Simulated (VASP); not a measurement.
Input of a VASP 6.6.1 run:

File INCAR:

```
SYSTEM = Li3SI
PREC = Accurate ; ENCUT = 520
EDIFF = 1E-7 ; ISMEAR = -1
SIGMA = 0.03 ; LREAL = .FALSE.
LASPH = .TRUE. ; NELM = 100
ALGO = Normal ; ISIF = 2
LWAVE = .FALSE. ; LCHARG = .FALSE.
GGA = PS ; NBANDS = 19
```

Contents of KPOINTS:

```
regular mesh
0
G
  6 6 6
  0 0 0
```

The input POSCAR:

```
Li3SI
1.0
    4.6787538168      0.0000000000      0.0000000000
    0.0000000000      4.6787538168      0.0000000000
    0.0000000000      0.0000000000      4.6787538168
I S Li
1 1 3
Direct
    0.0000000000      0.0000000000      0.0000000000
    0.5000000000      0.5000000000      0.5000000000
    0.5000000000      0.5000000000      0.0000000000
    0.5000000000      0.0000000000      0.5000000000
    0.0000000000      0.5000000000      0.5000000000
```

Potentials or basis: VASP PAW PBE potentials, release 64 (I, S, Li_sv).

Launch:

```sh
$ cat potpaw_PBE.64/I/POTCAR potpaw_PBE.64/S/POTCAR potpaw_PBE.64/Li_sv/POTCAR > POTCAR
$ mpirun -np 1 vasp_std > vasp.out
```

(1) Predict the band gap on the k mesh.

Answers

(1) 3.34 eV, direct.

Caveat: spin-orbit coupling is left out, which moves the levels of the heavy elements.
